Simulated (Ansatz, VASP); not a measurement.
# SnTe in VASP and in Ansatz

```xyz
2
Lattice="0.0000 3.2481 3.2481 3.2481 0.0000 3.2481 3.2481 3.2481 0.0000" Properties=species:S:1:pos:R:3 pbc="T T T"
Sn    0.0000    0.0000    0.0000
Te    3.2481    3.2481    3.2481
```

Alike in both runs: task single point; functional r2SCAN; k mesh 10 × 10 × 10; occupations gaussian, width 0.01 eV; no spin polarisation.

```csv
,VASP,Ansatz
version,VASP 6.6.1,Ansatz 0.2.0
potentials or method,"VASP PAW PBE potentials, release 64 (Sn_d, Te), cutoff 520 eV","scalar-relativistic, plane waves, PAW"
valence electrons in the cell,20,30
```

|  | VASP | Ansatz | Ansatz less VASP |
| --- | --- | --- | --- |
| gap on the k mesh at the Fermi level (eV) | 0.30 | 0.30 | +0.002 |
| least direct gap on the mesh (eV) | 0.30 | 0.30 | +0.002 |
| pressure (GPa) | -2.3 | -2.3 | 0.00 |

VASP's potentials were made for PBE, not for r2SCAN. VASP's potentials hold 20 valence electrons a cell and Ansatz's 30, so a difference there can come from the potentials and not from the codes.

Neither program's run includes spin-orbit coupling.
